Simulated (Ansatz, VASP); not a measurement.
# Ge: VASP beside Ansatz

File INCAR:

```
PREC     = Accurate       # precision mode
ENCUT    = 520            # plane-wave cutoff, eV
EDIFF    = 1E-7           # SCF threshold, eV
ISMEAR   = -1             # smearing method
SIGMA    = 0.02           # smearing width, eV
LREAL    = False          # projectors in reciprocal space
LASPH    = True           # aspherical terms in the spheres
NELM     = 100            # most SCF steps
ALGO     = Normal         # electronic algorithm
ISIF     = 2              # what is computed and relaxed
LWAVE    = False          # write WAVECAR
LCHARG   = True           # write CHGCAR
GGA      = PE             # functional
LELF     = True           # ELF
LVHAR    = True         
NBANDS   = 21             # bands
```

Contents of KPOINTS:

```
Automatic mesh
0
Gamma
  6 6 6
```

Contents of POSCAR:

```
Ge
1.0
    0.0000000000      2.8806945961      2.8806945961
    2.8806945961      0.0000000000      2.8806945961
    2.8806945961      2.8806945961      0.0000000000
Ge
2
Direct
    0.0000000000      0.0000000000      0.0000000000
    0.2500000000      0.2500000000      0.2500000000
```

Input for Ansatz:

```yaml
crystal:
  lattice:
    - [0.0, 2.8806945961, 2.8806945961]
    - [2.8806945961, 0.0, 2.8806945961]
    - [2.8806945961, 2.8806945961, 0.0]
  atoms:
    - { symbol: Ge, position: [0.0, 0.0, 0.0] }
    - { symbol: Ge, position: [0.25, 0.25, 0.25] }
kpoints:
  mp_grid: { grid: [6, 6, 6] }
hamiltonian:
  xc: pbe
scf:
  occupations: { method: fermi_dirac, width: 0.02 }
  n_extra_bands: 4
output:
  forces: true
  stress: true
  eigenvalues: true
```

Alike in both runs: task single point; functional PBE; k mesh 6 × 6 × 6; occupations fermi-dirac, width 0.02 eV; no spin polarisation.

|  | VASP | Ansatz |
| --- | --- | --- |
| version | VASP 6.6.1 | Ansatz 0.2.0 |
| potentials or method | VASP PAW PBE potentials, release 64 (Ge_d) | plane waves, PAW |
| plane-wave cutoff (eV) | 520 | 420 |
| valence electrons in the cell | 28 | 28 |

```csv
,VASP,Ansatz,Ansatz less VASP
pressure (GPa),0.0,0.1,+0.10
```
